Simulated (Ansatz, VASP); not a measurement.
**One calculation of CrGa3, two programs**

```
CELL_PARAMETERS angstrom
0.00000 3.25710 3.25710
3.25710 0.00000 3.25710
3.25710 3.25710 0.00000
ATOMIC_POSITIONS crystal
Ga 0.25000 0.25000 0.25000
Ga 0.75000 0.75000 0.75000
Ga 0.50000 0.50000 0.50000
Cr 0.00000 0.00000 0.00000
```

Alike in both runs: task single point; functional PBE; k mesh 12 × 12 × 12; occupations gaussian, width 0.1 eV; no spin polarisation.

|  | VASP | Ansatz |
| --- | --- | --- |
| version | VASP 6.6.1 | Ansatz 0.2.0 |
| potentials or method | VASP PAW PBE potentials, release 64 (Ga_d, Cr_pv), cutoff 520 eV | scalar-relativistic, plane waves, PAW |
| valence electrons in the cell | 51 | 53 |

Ansatz gave:

| Property | Result |
| --- | --- |
| gap on the k mesh at the Fermi level (eV) | none |
| pressure (GPa) | -7.4 |

Task: Estimate VASP's values.

Result: gap on the k mesh at the Fermi level (eV): none; pressure (GPa): -7.5.

A gap of «none» marks a metal or a gap that the smearing closes. VASP's potentials hold 51 valence electrons a cell and Ansatz's 53, so a difference there can come from the potentials and not from the codes.
